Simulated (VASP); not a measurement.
# ZnSe (P4/nmm) in VASP: single point with PBE+D3(BJ)

Aim: the single point of ZnSe with PBE+D3(BJ).

Program: VASP 6.6.1. These are calculated values, not measurements. Logs are shortened: lines on timing, memory, paths and dates and some standing lists are left out, and cuts for length are marked.

## Step 1: The cell of the first run

Symmetry: P4/nmm, No. 129, tetragonal system. The conventional cell has a = 4.069 Å, b = 4.069 Å, c = 5.209 Å, α = 90.00°, β = 90.00°, γ = 90.00°. Within 3.3 Å of Zn (site symmetry -4m2) lie 4 Se at 2.52 Å and 4 Zn at 2.88 Å. Within 3.3 Å of Se (site symmetry 4mm) lie 4 Zn at 2.52 Å.

## Step 2: Single point, PBE+D3(BJ)

Contents of INCAR:

```
ALGO     = Normal         # electronic algorithm
EDIFF    = 1E-6           # SCF threshold, eV
ENCUT    = 520            # plane-wave cutoff, eV
GGA      = PE             # functional
ISIF     = 2              # what is computed and relaxed
ISMEAR   = 0              # smearing method
IVDW     = 12             # dispersion correction
LASPH    = T              # aspherical terms in the spheres
LCHARG   = F              # write CHGCAR
LREAL    = F              # projectors in reciprocal space
LWAVE    = F              # write WAVECAR
NBANDS   = 46             # bands
NELM     = 100            # most SCF steps
PREC     = Accurate       # precision mode
SIGMA    = 0.05           # smearing width, eV
```

Contents of KPOINTS:

```
k-points
0
Gamma
  6 6 6
```

Contents of POSCAR:

```
ZnSe
1.0
    0.0000000000      0.0000000000     -5.2092371215
    4.0689269174      4.0689269174      0.0000000000
    4.0689269174     -4.0689269174      0.0000000000
Zn Se
4 4
Direct
    0.0000000000      0.0000000000      0.0000000000
    0.0000000000      0.5000000000      0.5000000000
    0.0000000000      0.5000000000      0.0000000000
    0.0000000000      0.0000000000      0.5000000000
    0.7158531493      0.2500000000      0.7500000000
    0.7158531493      0.7500000000      0.2500000000
    0.2841468507      0.2500000000      0.2500000000
    0.2841468507      0.7500000000      0.7500000000
```

Potentials or basis: VASP PAW PBE potentials, release 64 (Zn, Se).

Command:

```
$ cat potpaw_PBE.64/Zn/POTCAR potpaw_PBE.64/Se/POTCAR > POTCAR
$ mpirun -np 1 vasp_std > vasp.out
```

OUTCAR:

```text
EDIFF = 1E-6
   ENCUT = 520
   GGA = PE
   ISIF = 2
   ISMEAR = 0
   IVDW = 12
   LASPH = T
   LREAL = F
   NELM = 100
   PREC = Accurate
 IVDW          = 12

 ion  position               nearest neighbor table
   1  0.000  0.000  0.000-   5 2.52   6 2.52   7 2.52   8 2.52   3 2.88   4 2.88   4 2.88   3 2.88

   2  0.000  0.500  0.500-   5 2.52   6 2.52   7 2.52   8 2.52   3 2.88   4 2.88   3 2.88   4 2.88

   3  0.000  0.500  0.000-   5 2.52   6 2.52   7 2.52   8 2.52   1 2.88   2 2.88   2 2.88   1 2.88
[... 14 lines left out ...]
 A1 = (   4.0689269174,   4.0689269174,   0.0000000000)
 A2 = (   4.0689269174,  -4.0689269174,   0.0000000000)
 A3 = (   0.0000000000,   0.0000000000,  -5.2092371215)

Analysis of symmetry for initial positions (statically):
=====================================================================
 Subroutine PRICEL returns following result:

  LATTYP: Found a simple tetragonal cell.
 ALAT       =     4.0689269174
 C/A-ratio  =     1.2802483867

  Lattice vectors:

 A1 = (   0.0000000000,   4.0689269174,   0.0000000000)
 A2 = (   4.0689269174,   0.0000000000,   0.0000000000)
 A3 = (   0.0000000000,   0.0000000000,  -5.2092371215)

   2 primitive cells build up your supercell.

 Routine SETGRP: Setting up the symmetry group for a
 simple tetragonal supercell.

 Subroutine GETGRP returns: Found 16 space group operations
 (whereof  8 operations were pure point group operations)
 out of a pool of 16 trial point group operations.

The static configuration has the point symmetry D_2d.
 The point group associated with its full space group is D_4h.

Analysis of symmetry for dynamics (positions and initial velocities):
=====================================================================
 Subroutine PRICEL returns following result:

  LATTYP: Found a simple tetragonal cell.
 ALAT       =     4.0689269174
 C/A-ratio  =     1.2802483867

  Lattice vectors:

 A1 = (   0.0000000000,   4.0689269174,   0.0000000000)
 A2 = (   4.0689269174,   0.0000000000,   0.0000000000)
 A3 = (   0.0000000000,   0.0000000000,  -5.2092371215)

   2 primitive cells build up your supercell.

 Routine SETGRP: Setting up the symmetry group for a
 simple tetragonal supercell.

 Subroutine GETGRP returns: Found 16 space group operations
 (whereof  8 operations were pure point group operations)
 out of a pool of 16 trial point group operations.

[... 109 lines left out ...]
   IBRION =     -1    ionic relax: 0-MD 1-quasi-New 2-CG
   NFREE  =      0    steps in history (QN), initial steepest desc. (CG)
   ISIF   =      2    stress and relaxation
   ISYM   =      2    0-nonsym 1-usesym 2-fastsym
   POTIM  = 0.5000    time-step for ionic-motion
   TEBEG  =    0.0;   TEEND  =   0.0 temperature during run
   PSTRESS=    0.0 pullay stress
   NELECT =      72.0000    total number of electrons
   NUPDOWN=      -1.0000    fix difference up-down
   EMIN   =  10.00;   EMAX   =-10.00  energy-range for DOS
   EFERMI =   0.00;   METHOD = LEGACY
   ISMEAR =     0;   SIGMA  =   0.05  broadening in eV -4-tet -1-fermi 0-gaus
   EFERMI_NEDOS =   21; number of points for ismear=-14 and -15
   IALGO  =     38    algorithm
   IMIX   =      4    mixing-type and parameters
     AMIX     =   0.40;   BMIX     =  1.00
     AMIX_MAG =   1.60;   BMIX_MAG =  1.00
  volume/ion in A,a.u.               =      21.56       145.50
  Fermi-wavevector in a.u.,A,eV,Ry     =   1.223482  2.312046 20.366683  1.496909
  Thomas-Fermi vector in A             =   2.358592
   LORBIT       =      0    0 simple, 1 ext, 2 COOP (PROOUT), +10 PAW based schemes
   GGA     = PE    functional components
   LHFCALC =     F    Hartree Fock is set to
   AEXX    =    0.0000 exact exchange contribution
   IVDW    =    12    specifies the selected vdW correction
   LEPSILON=     F    determine dielectric tensor
   LRPA    =     F    only Hartree local field effects (RPA)
 non-spin polarized calculation
 Gauss-broadening in eV      SIGMA  =   0.05
  energy-cutoff  :      520.00
  volume of cell :      172.49
 maximum number of plane-waves:      4676
 NGX is ok and might be reduce to    40
   NGX = 19   NGY = 21   NGZ = 21

 number of electron      71.9999926 magnetization

 Free energy of the ion-electron system (eV)
  ---------------------------------------------------
  ext. energy  EPLUGINS =         0.00000000
  ---------------------------------------------------
  free energy    TOTEN  =       -22.62354713 eV

  energy without entropy =      -22.62354713  energy(sigma->0) =      -22.62354713

 E-fermi :   2.4021     XC(G=0):  -9.6565

 val. band max:        2.1350093277   @ k =   0.0000   0.0000   0.0000
 cond. band min:       3.6908498755   @ k =   0.0000   0.0000   0.0000
 fundamental gap:      1.5558405478
 Fermi energy:         2.4021295901

 k-point     1 :       0.0000    0.0000    0.0000
  band No.  band energies     occupation
      1     -11.4058      2.00000
      2     -10.2203      2.00000
      3     -10.2203      2.00000
      4     -10.0367      2.00000
      5      -5.0417      2.00000
      6      -5.0417      2.00000
[... 1165 lines left out ...]
     45       8.1943      0.00000
     46       8.7298      0.00000

 [... further k-points ...]

------------------------ aborting loop because EDIFF is reached ----------------------------------------

 Edisp (eV)   -2.70266

 E8    (eV) :    -1.1238

  FORCE on cell =-STRESS in cart. coord.  units (eV):
  Direction    XX          YY          ZZ          XY          YZ          ZX
  --------------------------------------------------------------------------------------
  -------------------------------------------------------------------------------------
  Total       0.29135     0.29135     0.32031     0.00000     0.00000     0.00000
  in kB       2.70625     2.70625     2.97517     0.00000     0.00000     0.00000
  external pressure =        2.80 kB  Pullay stress =        0.00 kB

 VOLUME and BASIS-vectors are now :
 -----------------------------------------------------------------------------
  energy-cutoff  :      520.00
  volume of cell :      172.49
      direct lattice vectors                 reciprocal lattice vectors
     0.000000000  0.000000000 -5.209237122     0.000000000  0.000000000 -0.191966689
     4.068926917  4.068926917  0.000000000     0.122882522  0.122882522  0.000000000
     4.068926917 -4.068926917  0.000000000     0.122882522 -0.122882522  0.000000000

 POSITION                                       TOTAL-FORCE (eV/Angst)
 -----------------------------------------------------------------------------------
      0.00000      0.00000      0.00000         0.000000      0.000000     -0.000000
      4.06893      0.00000      0.00000         0.000000      0.000000     -0.000000
      2.03446      2.03446      0.00000         0.000000      0.000000     -0.000000
      2.03446     -2.03446      0.00000         0.000000      0.000000     -0.000000
      4.06893     -2.03446     -3.72905        -0.000000      0.000000      0.046612
      4.06893      2.03446     -3.72905        -0.000000     -0.000000      0.046612
      2.03446      0.00000     -1.48019         0.000000     -0.000000     -0.046612
      6.10339      0.00000     -1.48019         0.000000      0.000000     -0.046612
 -----------------------------------------------------------------------------------
    total drift:                                0.000000     -0.000000      0.000000

  FREE ENERGIE OF THE ION-ELECTRON SYSTEM (eV)
  ---------------------------------------------------
  free  energy   TOTEN  =       -25.3262072045 eV

  energy  without entropy=      -25.3262072045  energy(sigma->0) =      -25.32620720
```

OSZICAR:

```text
N       E                     dE             d eps       ncg     rms          rms(c)
DAV:   1     0.569859958923E+03    0.56986E+03   -0.32934E+04  3680   0.184E+03
DAV:   2     0.482575731734E+02   -0.52160E+03   -0.50332E+03  3680   0.424E+02
DAV:   3    -0.210181070769E+02   -0.69276E+02   -0.68048E+02  4146   0.144E+02
DAV:   4    -0.238820846497E+02   -0.28640E+01   -0.28513E+01  4348   0.283E+01
DAV:   5    -0.239063724868E+02   -0.24288E-01   -0.24281E-01  4130   0.257E+00    0.103E+01
DAV:   6    -0.226401976539E+02    0.12662E+01   -0.31417E+00  5002   0.360E+01    0.833E+00
DAV:   7    -0.226293582103E+02    0.10839E-01   -0.14985E+00  3946   0.616E+00    0.348E+00
DAV:   8    -0.226233895605E+02    0.59686E-02   -0.32124E-02  4248   0.183E+00    0.934E-01
DAV:   9    -0.226232405111E+02    0.14905E-03   -0.11871E-02  4394   0.144E+00    0.133E-01
DAV:  10    -0.226234021324E+02   -0.16162E-03   -0.12987E-03  4064   0.349E-01    0.700E-02
DAV:  11    -0.226235540457E+02   -0.15191E-03   -0.38332E-04  3894   0.107E-01    0.218E-02
DAV:  12    -0.226235442018E+02    0.98439E-05   -0.64310E-05  4612   0.981E-02    0.996E-03
DAV:  13    -0.226235463126E+02   -0.21109E-05   -0.11208E-05  3888   0.222E-02    0.521E-03
DAV:  14    -0.226235471349E+02   -0.82224E-06   -0.33549E-06  3126   0.217E-02
   1 F= -.25326207E+02 E0= -.25326207E+02  d E =-.105110E-15
```

It took 3.5 min on 1 thread of Intel Xeon Platinum 8488C (Sapphire Rapids), shared host; peak memory 0.43 GiB.

Results:

```yaml
Free_energy: -25.3262 eV
Pressure: 0.3 GPa
Largest_force: 0.047 eV/Å
Band_gap_on_the_k_mesh: 1.56 eV
Dispersion_energy_per_atom: -0.338 eV
```

Forces in eV/Å, atoms in the order of the input:
```
Zn   0.000  0.000  0.000
Zn   0.000  0.000  0.000
Zn   0.000  0.000  0.000
Zn   0.000  0.000  0.000
Se   0.000  0.000  0.047
Se   0.000  0.000  0.047
Se   0.000  0.000 -0.047
Se   0.000  0.000 -0.047
```

Levels at points of the mesh, in eV from the valence-band top:
```tsv
k point	band 32	band 33	band 34	band 35	band 36	band 37	band 38	band 39	band 40	band 41
(0.00, 0.00, 0.00)	-1.96	-1.96	-0.22	0.00	0.00	1.56	1.65	2.72	2.72	2.73
(0.50, 0.00, 0.00)	-2.18	-2.18	-1.60	-0.92	-0.92	1.93	3.56	4.45	4.46	5.24
(0.00, 0.50, 0.00)	-2.24	-1.29	-1.29	-1.07	-1.07	3.38	3.38	3.68	3.68	4.69
(0.50, 0.50, 0.00)	-2.30	-0.85	-0.85	-0.74	-0.74	3.78	3.78	4.30	4.30	4.45
(0.00, 0.50, 0.50)	-2.24	-1.17	-1.17	-1.17	-1.17	3.63	3.63	3.63	3.63	5.28
(0.50, 0.50, 0.50)	-1.05	-0.63	-0.63	-0.63	-0.63	2.22	2.22	2.22	2.22	5.52
```

A k mesh can miss the band edges.
